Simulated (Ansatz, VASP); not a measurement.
AgCl: VASP beside Ansatz

```
Ag Cl
1.0
     3.22547    0.00000    0.00000
     0.00000    3.22547    0.00000
     0.00000    0.00000    3.55180
Ag Cl
1 1
Direct
  0.00000 0.00000 0.00000
  0.50000 0.50000 0.50000
```

Change from the starting cell: epitaxial_xy strain -5.0%.

Alike in both runs: task single point; functional PBE; k mesh 8 × 8 × 8; occupations fermi-dirac, width 0.02 eV; no spin polarisation.

```csv
,VASP,Ansatz
version,VASP 6.6.1,Ansatz 0.2.0
potentials or method,"VASP PAW PBE potentials, release 64 (Ag, Cl)","plane waves, PAW"
plane-wave cutoff (eV),520,420
valence electrons in the cell,18,26
```

VASP gave:

* pressure (GPa): 5.2
* traceless stress, the component that is largest in VASP (GPa): -3.33

Problem. What did Ansatz give for the same quantities?

Solution. Pressure (GPa): 5.4; traceless stress, the component that is largest in VASP (GPa): -3.32.

VASP's potentials hold 18 valence electrons a cell and Ansatz's 26, so a difference there can come from the potentials and not from the codes.
